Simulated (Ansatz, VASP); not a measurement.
TaN in VASP and in Ansatz

```
Ta N
1.0
     0.00000    2.17551    2.17551
     2.17551    0.00000    2.17551
     2.17551    2.17551    0.00000
Ta N
1 1
Direct
  0.50000 0.50000 0.50000
  0.00000 0.00000 0.00000
```

Change from the starting cell: strain -0.015 along x and y, -0.015 along z, atoms carried along.

Alike in both runs: task single point; functional PBE; k mesh 24 × 24 × 24; occupations gaussian, width 0.15 eV; no spin polarisation.

```csv
,VASP,Ansatz
version,VASP 6.6.1,Ansatz 0.2.0
potentials or method,"VASP PAW PBE potentials, release 64 (Ta_pv, N), cutoff 520 eV","scalar-relativistic, plane waves, PAW"
valence electrons in the cell,16,18
```

```csv
,VASP,Ansatz,Ansatz less VASP
gap on the k mesh at the Fermi level (eV),none,none,-
pressure (GPa),17.5,16.5,-1.00
```

A gap of «none» marks a metal or a gap that the smearing closes. VASP's potentials hold 16 valence electrons a cell and Ansatz's 18, so a difference there can come from the potentials and not from the codes.

Neither program's run includes spin-orbit coupling.
